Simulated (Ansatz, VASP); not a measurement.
Two plane-wave programs on CuI

Contents of INCAR:

```
PREC = Accurate ; ENCUT = 520
EDIFF = 1E-6 ; ISMEAR = -1
SIGMA = 0.02 ; LREAL = False
LASPH = True ; NELM = 100
ALGO = Normal ; ISIF = 2
LWAVE = False ; LCHARG = True
GGA = PE ; LELF = True
LVHAR = True ; NBANDS = 16
```

KPOINTS

```
regular mesh
0
Gamma
  6 6 6
```

POSCAR

```
CuI
1.0
    3.6613896411      0.0000000000      0.0000000000
    0.0000000000      3.6613896411      0.0000000000
    0.0000000000      0.0000000000      3.6613896411
Cu I
1 1
Direct
    0.0000000000      0.0000000000      0.0000000000
    0.5000000000      0.5000000000      0.5000000000
```

Input for Ansatz:

```yaml
crystal:
  lattice:
    - [3.6613896411, 0.0, 0.0]
    - [0.0, 3.6613896411, 0.0]
    - [0.0, 0.0, 3.6613896411]
  atoms:
    - { symbol: Cu, position: [0.0, 0.0, 0.0] }
    - { symbol: I, position: [0.5, 0.5, 0.5] }
kpoints:
  mp_grid: { grid: [6, 6, 6] }
hamiltonian:
  xc: pbe
scf:
  occupations: { method: fermi_dirac, width: 0.02 }
  n_extra_bands: 4
  convergence: { dr2_threshold: 1.0e-12 }
  max_iter: 85
output:
  forces: true
  stress: true
  eigenvalues: true
```

Alike in both runs: task single point; functional PBE; k mesh 6 × 6 × 6; occupations fermi-dirac, width 0.02 eV; no spin polarisation.

|  | VASP | Ansatz |
| --- | --- | --- |
| version | VASP 6.6.1 | Ansatz 0.2.0 |
| potentials or method | VASP PAW PBE potentials, release 64 (Cu, I) | plane waves |
| plane-wave cutoff (eV) | 520 | 420 |
| valence electrons in the cell | 18 | 36 |

```csv
,VASP,Ansatz,Ansatz less VASP
pressure (GPa),-0.8,-0.3,+0.46
```

The functional is the same, so the differences come from potentials, cutoffs and numerics. VASP's potentials hold 18 valence electrons a cell and Ansatz's 36, so a difference there can come from the potentials and not from the codes.

Spin-orbit coupling is off throughout.
